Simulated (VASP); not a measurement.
# C (P-1) in VASP: single point with PBE

Aim: the single point of C with PBE.

Program: VASP 6.6.1. These are calculated values, not measurements. Logs are shortened: lines on timing, memory, paths and dates and some standing lists are left out, and cuts for length are marked.

### Step 1. The cell of the first run

The typed cell holds 12 atoms: a = 2.525 Å, b = 2.525 Å, c = 12.401 Å, α = 86.11°, β = 88.05°, γ = 60.00°.

### Step 2. Single point, PBE (layers slid over each other)

Input file INCAR:

```
SYSTEM = C
PREC = Accurate
ENCUT = 520
EDIFF = 1E-7
ISMEAR = 0
SIGMA = 0.05
LREAL = .False.
LASPH = .True.
NELM = 60
ALGO = Normal
ISIF = 2
LWAVE = .False.
LCHARG = .False.
GGA = PE
NBANDS = 36
```

Input file KPOINTS:

```
regular mesh
0
Gamma
  10 10 2
  0 0 0
```

Input file POSCAR:

```
C
1.0
    1.7857375322     -1.7857375322      0.0000000000
    1.7857375322      0.0000000000     -1.7857375322
    7.7381959729      7.1429501288      6.5477042847
C
12
Direct
    0.6666666667      0.5763777778      0.2708666667
    0.0000000000     -0.0347333333      0.1042000000
    0.3333333333      0.1874888889      0.4375333333
    0.6666666667      0.4097111111      0.7708666667
    1.0000000000      0.7986000000      0.6042000000
    0.3333333333      0.0208222222      0.9375333333
    0.6666666667      0.5347111111      0.3958666667
    1.0000000000      0.9236000000      0.2292000000
    0.3333333333      0.1458222222      0.5625333333
    0.6666666667      0.3680444444      0.8958666667
    0.0000000000     -0.2430666667      0.7292000000
    0.3333333333      0.3124888889      0.0625333333
```

Potentials or basis: VASP PAW PBE potentials, release 64 (C).

On the command line:

```
> cat potpaw_PBE.64/C/POTCAR > POTCAR
> mpirun -np 1 vasp_std > vasp.out
```

OUTCAR:

```text
SYSTEM = C
   PREC = Accurate
   ENCUT = 520
   EDIFF = 1E-7
   ISMEAR = 0
   LREAL = .False.
   LASPH = .True.
   NELM = 60
   ISIF = 2
   GGA = PE

 ion  position               nearest neighbor table
   1  0.667  0.576  0.271-   8 1.55   7 1.55   8 1.55   8 1.55
   2  0.000  0.965  0.104-  12 1.55   8 1.55  12 1.55  12 1.55
   3  0.333  0.187  0.438-   7 1.55   7 1.55   7 1.55   9 1.55
   4  0.667  0.410  0.771-  11 1.55  10 1.55  11 1.55  11 1.55
   5  0.000  0.799  0.604-   9 1.55  11 1.55   9 1.55   9 1.55
   6  0.333  0.021  0.938-  10 1.55  10 1.55  10 1.55  12 1.76
   7  0.667  0.535  0.396-   3 1.55   3 1.55   3 1.55   1 1.55
   8  0.000  0.924  0.229-   1 1.55   2 1.55   1 1.55   1 1.55
   9  0.333  0.146  0.563-   5 1.55   3 1.55   5 1.55   5 1.55
  10  0.667  0.368  0.896-   6 1.55   6 1.55   6 1.55   4 1.55
  11  0.000  0.757  0.729-   4 1.55   5 1.55   4 1.55   4 1.55
  12  0.333  0.312  0.063-   2 1.55   2 1.55   2 1.55   6 1.76

  LATTYP: Found a base centered monoclinic cell.
 ALAT       =     2.5254142369
 B/A-ratio  =     1.7320508076
 C/A-ratio  =     4.9103066209
 COS(beta)  =    -0.0678844233

  Lattice vectors:

 A1 = (  -1.7857375322,   1.7857375322,  -0.0000000000)
 A2 = (   0.0000000000,  -1.7857375322,   1.7857375322)
 A3 = (   7.7381959729,   7.1429501288,   6.5477042847)

Analysis of symmetry for initial positions (statically):
=====================================================================
 Subroutine PRICEL returns:
 Original cell was already a primitive cell.

 Routine SETGRP: Setting up the symmetry group for a
 base centered monoclinic supercell.

 Subroutine GETGRP returns: Found  2 space group operations
 (whereof  1 operations were pure point group operations)
 out of a pool of  4 trial point group operations.

The static configuration has the point symmetry C_1 .
 The point group associated with its full space group is S_2 .

Analysis of symmetry for dynamics (positions and initial velocities):
=====================================================================
 Subroutine PRICEL returns:
 Original cell was already a primitive cell.

 Routine SETGRP: Setting up the symmetry group for a
 base centered monoclinic supercell.

 Subroutine GETGRP returns: Found  2 space group operations
 (whereof  1 operations were pure point group operations)
 out of a pool of  4 trial point group operations.

The dynamic configuration has the point symmetry C_1 .
 The point group associated with its full space group is S_2 .

 Subroutine INISYM returns: Found  2 space group operations
 (whereof  1 operations are pure point group operations),
 and found     1 'primitive' translations

----------------------------------------------------------------------------------------

                                     Primitive cell

  volume of cell :      68.3336

  direct lattice vectors                    reciprocal lattice vectors
     1.785737532 -1.785737532  0.000000000     0.186664237 -0.373328473  0.186664237
     1.785737532  0.000000000 -1.785737532     0.171108884  0.171108884 -0.388883826
     7.738195973  7.142950129  6.547704285     0.046666059  0.046666059  0.046666059

  length of vectors
     2.525414237  2.525414237 12.400558248     0.457232133  0.458025251  0.080827985

  position of ions in fractional coordinates (direct lattice)
     0.666666667  0.576377778  0.270866667
     1.000000000  0.965266667  0.104200000
     0.333333333  0.187488889  0.437533333
     0.666666667  0.409711111  0.770866667
     1.000000000  0.798600000  0.604200000
     0.333333333  0.020822222  0.937533333
     0.666666667  0.534711111  0.395866667
     1.000000000  0.923600000  0.229200000
     0.333333333  0.145822222  0.562533333
     0.666666667  0.368044444  0.895866667
     1.000000000  0.756933333  0.729200000
     0.333333333  0.312488889  0.062533333

  ion indices of the primitive-cell ions
   primitive index   ion index
                 1           1
                 2           2
                 3           3
                 4           4
                 5           5
                 6           6
                 7           7
                 8           8
                 9           9
                10          10
                11          11
                12          12

----------------------------------------------------------------------------------------

 KPOINTS: regular mesh

Automatic generation of k-mesh.
 Grid dimensions read from file:
 generate k-points for:   10   10    2

 Generating k-lattice:

  Cartesian coordinates                     Fractional coordinates (reciprocal lattice)
     0.018666424 -0.037332847  0.018666424     0.100000000  0.000000000  0.000000000
     0.017110888  0.017110888 -0.038888383     0.000000000  0.100000000  0.000000000
     0.023333030  0.023333030  0.023333030     0.000000000  0.000000000  0.500000000

  Length of vectors
     0.045723213  0.045802525  0.040413993

  Shift w.r.t. Gamma in fractional coordinates (k-lattice)
     0.000000000  0.000000000  0.000000000

 Subroutine IBZKPT returns following result:
 ===========================================

 Found    104 irreducible k-points:

 Following reciprocal coordinates:
            Coordinates               Weight
  0.000000  0.000000  0.000000      1.000000
  0.100000  0.000000 -0.000000      2.000000
  0.200000  0.000000 -0.000000      2.000000
  0.300000  0.000000  0.000000      2.000000
  0.400000  0.000000  0.000000      2.000000
  0.500000  0.000000  0.000000      1.000000
[... 16 lines left out ...]
  0.200000 -0.200000  0.000000      2.000000
  0.500000  0.200000  0.000000      2.000000
 [... further k-points ...]
   k-points           NKPTS =    104   k-points in BZ     NKDIM =    104   number of bands    NBANDS=     36
   number of dos      NEDOS =    301   number of ions     NIONS =     12
   total plane-waves  NPLWV =  38400
   dimension x,y,z NGX =    20 NGY =   20 NGZ =   96
   dimension x,y,z NGXF=    40 NGYF=   40 NGZF=  192
   ions per type =              12
   NGX,Y,Z   is equivalent  to a cutoff of  13.17, 13.17, 12.87 a.u.
   NGXF,Y,Z  is equivalent  to a cutoff of  26.33, 26.33, 25.74 a.u.
 SYSTEM =  C
   PREC   = accura    normal or accurate (medium, high low for compatibility)
   ISTART =      0    job   : 0-new  1-cont  2-samecut
   ICHARG =      2    charge: 1-file 2-atom 10-const
   ISPIN  =      1    spin polarized calculation?
   LNONCOLLINEAR =      F non collinear calculations
   LSORBIT =      F    spin-orbit coupling
   LASPH  =      T    aspherical Exc in radial PAW
   ENCUT  =  520.0 eV  38.22 Ry    6.18 a.u.   4.70  4.70 23.06*2*pi/ulx,y,z
   NELM   =     60;   NELMIN=  2; NELMDL= -5     # of ELM steps
   EDIFF  = 0.1E-06   stopping-criterion for ELM
   LREAL  =      F    real-space projection
   EDIFFG = 0.1E-05   stopping-criterion for IOM
   NSW    =      0    number of steps for IOM
   IBRION =     -1    ionic relax: 0-MD 1-quasi-New 2-CG
   NFREE  =      0    steps in history (QN), initial steepest desc. (CG)
   ISIF   =      2    stress and relaxation
   ISYM   =      2    0-nonsym 1-usesym 2-fastsym
   POTIM  = 0.5000    time-step for ionic-motion
   TEBEG  =    0.0;   TEEND  =   0.0 temperature during run
   PSTRESS=    0.0 pullay stress
   NELECT =      48.0000    total number of electrons
   NUPDOWN=      -1.0000    fix difference up-down
   EMIN   =  10.00;   EMAX   =-10.00  energy-range for DOS
   EFERMI =   0.00;   METHOD = LEGACY
   ISMEAR =     0;   SIGMA  =   0.05  broadening in eV -4-tet -1-fermi 0-gaus
   EFERMI_NEDOS =   21; number of points for ismear=-14 and -15
   IALGO  =     38    algorithm
   IMIX   =      4    mixing-type and parameters
     AMIX     =   0.40;   BMIX     =  1.00
     AMIX_MAG =   1.60;   BMIX_MAG =  1.00
  volume/ion in A,a.u.               =       5.69        38.43
  Fermi-wavevector in a.u.,A,eV,Ry     =   1.455271  2.750063 28.814604  2.117814
  Thomas-Fermi vector in A             =   2.572325
   LORBIT       =      0    0 simple, 1 ext, 2 COOP (PROOUT), +10 PAW based schemes
   GGA     = PE    functional components
   LHFCALC =     F    Hartree Fock is set to
   AEXX    =    0.0000 exact exchange contribution
   IVDW    =     0    specifies the selected vdW correction
   LEPSILON=     F    determine dielectric tensor
   LRPA    =     F    only Hartree local field effects (RPA)
 non-spin polarized calculation
 Gauss-broadening in eV      SIGMA  =   0.05
  energy-cutoff  :      520.00
  volume of cell :       68.33
 maximum number of plane-waves:      1859
   NGX =  9   NGY =  9   NGZ = 47

 number of electron      47.9999995 magnetization

 Free energy of the ion-electron system (eV)
  ---------------------------------------------------
  ext. energy  EPLUGINS =         0.00000000
  ---------------------------------------------------
  free energy    TOTEN  =      -106.49411043 eV

  energy without entropy =     -106.49411043  energy(sigma->0) =     -106.49411043

 E-fermi :  10.5267     XC(G=0): -13.2591

 val. band max:       10.2660542900   @ k =   0.0000   0.0000   0.0000
 cond. band min:      10.7389592912   @ k =   0.0000   0.5000   0.0000
 fundamental gap:      0.4729050012
 Fermi energy:        10.5267165531

 k-point     1 :       0.0000    0.0000    0.0000
  band No.  band energies     occupation
      1     -11.7367      2.00000
      2     -10.9718      2.00000
      3     -10.9638      2.00000
      4      -8.7603      2.00000
      5      -8.6831      2.00000
      6      -6.0042      2.00000
[... 28 lines left out ...]
     35      17.7712      0.00000
     36      17.9798      0.00000
[... 866 lines left out ...]
      6      -2.8262      2.00000
[... 28 lines left out ...]
     35      20.1556      0.00000
     36      20.7642      0.00000

 [... further k-points ...]

------------------------ aborting loop because EDIFF is reached ----------------------------------------

  FORCE on cell =-STRESS in cart. coord.  units (eV):
  Direction    XX          YY          ZZ          XY          YZ          ZX
  --------------------------------------------------------------------------------------
  -------------------------------------------------------------------------------------
  Total       -9.0552922      4.3745595      7.3402043     -2.6940917      6.6755474      2.2233239
  in kB     -212.3141429    102.5677400    172.1014798    -63.1667927    156.5176572     52.1289753
  external PRESSURE =      20.7850256 kB  Pullay stress =       0.0000000 kB

 VOLUME and BASIS-vectors are now :
 -----------------------------------------------------------------------------
  energy-cutoff  :      520.00
  volume of cell :       68.33
      direct lattice vectors                 reciprocal lattice vectors
     1.785737532 -1.785737532  0.000000000     0.186664237 -0.373328473  0.186664237
     1.785737532  0.000000000 -1.785737532     0.171108884  0.171108884 -0.388883826
     7.738195973  7.142950129  6.547704285     0.046666059  0.046666059  0.046666059

 POSITION                                       TOTAL-FORCE (eV/Angst)
 -----------------------------------------------------------------------------------
      4.31577      0.74430      0.74430         0.002709     -0.000176     -0.019190
      2.53003      0.74430     -1.04144         0.029850      0.657896     -0.009851
      4.31577      2.53003      2.53003         0.004460     -0.002470     -0.007299
      7.88725      4.31577      4.31577         0.256145     -0.283051     -0.430248
      6.10151      4.31577      2.53003         0.035388     -0.014614     -0.043374
      7.88725      6.10151      6.10151         2.513441     -0.774207     -4.164128
      5.20864      1.63716      1.63716        -0.035388      0.014614      0.043374
      3.42290      1.63716     -0.14857        -0.256145      0.283051      0.430248
      5.20864      3.42290      3.42290        -0.004460      0.002470      0.007299
      8.78011      5.20864      5.20864        -0.029850     -0.657896      0.009851
      6.99438      5.20864      3.42290        -0.002709      0.000176      0.019190
      1.63716     -0.14857     -0.14857        -2.513441      0.774207      4.164128
 -----------------------------------------------------------------------------------
    total drift:                               -0.000000     -0.000000     -0.000001

  FREE ENERGIE OF THE ION-ELECTRON SYSTEM (eV)
  ---------------------------------------------------
  free  energy   TOTEN  =      -106.4941104347 eV

  energy  without entropy=     -106.4941104347  energy(sigma->0) =     -106.49411043
```

It took 3.1 min on 1 thread of AMD EPYC 9R45 (Zen 5), shared host; peak memory 0.26 GiB.

Results:

| Item | Value |
| --- | --- |
| Free energy | -106.4941 eV |
| Pressure | 2.1 GPa |
| Largest force | 4.925 eV/Å |
| Band gap on the k mesh | 0.47 eV (least direct gap 1.79 eV) |

Forces on the atoms (eV/Å):
```
C    0.003  0.000 -0.019
C    0.030  0.658 -0.010
C    0.004 -0.002 -0.007
C    0.256 -0.283 -0.430
C    0.035 -0.015 -0.043
C    2.513 -0.774 -4.164
C   -0.035  0.015  0.043
C   -0.256  0.283  0.430
C   -0.004  0.002  0.007
C   -0.030 -0.658  0.010
C   -0.003  0.000  0.019
C   -2.513  0.774  4.164
```

Caveat: the cell differs from its parent crystal (layers slid over each other); forces of over 1 eV/Å act on the atoms, so gaps and moduli don't describe the material at rest. A k mesh can miss the band edges.
